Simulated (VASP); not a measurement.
Set up this calculation in VASP 6.6.1, as the native input.

| Item | Value |
| --- | --- |
| Task | single point |
| Functional | PBEsol |
| Potentials or basis | VASP PAW PBE potentials, release 64 (F) |
| Cutoff | 520 eV |
| k mesh | 4 × 4 × 2 |
| Occupations | gaussian, width 0.05 eV |
| Spin | no spin polarisation |
| Dipole correction | no |
| Further INCAR settings | ALGO = Normal; EDIFF = 1e-07; NBANDS = 22 |

The structure of F lies in POSCAR:

```
F
1.0
    3.1291544055     -1.7984322814     -0.2413473825
    3.1291544055      1.7984322814     -0.2413473825
   -2.3528850754      0.0000000000      7.2022286687
F
4
Direct
    0.0848459664      0.0848459664      0.0820156542
    0.9151540336      0.9151540336      0.9179843458
    0.5015719855      0.5015719855      0.5937195244
    0.4984280145      0.4984280145      0.4062804756
```

One way to write it, as run:

INCAR

```
  PREC = Accurate
  ENCUT = 520
  EDIFF = 1E-7
  ISMEAR = 0
  SIGMA = 0.05
  LREAL = F
  LASPH = T
  NELM = 100
  ALGO = Normal
  ISIF = 2
  LWAVE = F
  LCHARG = F
  GGA = PS
  NBANDS = 22
```

KPOINTS

```
regular mesh
0
Gamma
  4 4 2
```

Potentials or basis: VASP PAW PBE potentials, release 64 (F).

Run with:

```console
$ cat potpaw_PBE.64/F/POTCAR > POTCAR
$ mpirun -np 1 vasp_std > vasp.out
```

It gave:

```json
{
 "Pressure": "5.2 GPa",
 "Largest force": "6.567 eV/Å",
 "Band gap on the k mesh": "2.75 eV, indirect (least direct gap 2.79 eV)"
}
```

Caveat: the k points lie up to 0.51 Å⁻¹ apart; the PAW data sets were made with another functional, which shifts forces and pressure a little.

It took 14 s on 1 thread of Intel(R) Xeon(R) Platinum 8488C (Sapphire Rapids), with other jobs on the host, peak memory 0.18 GiB.
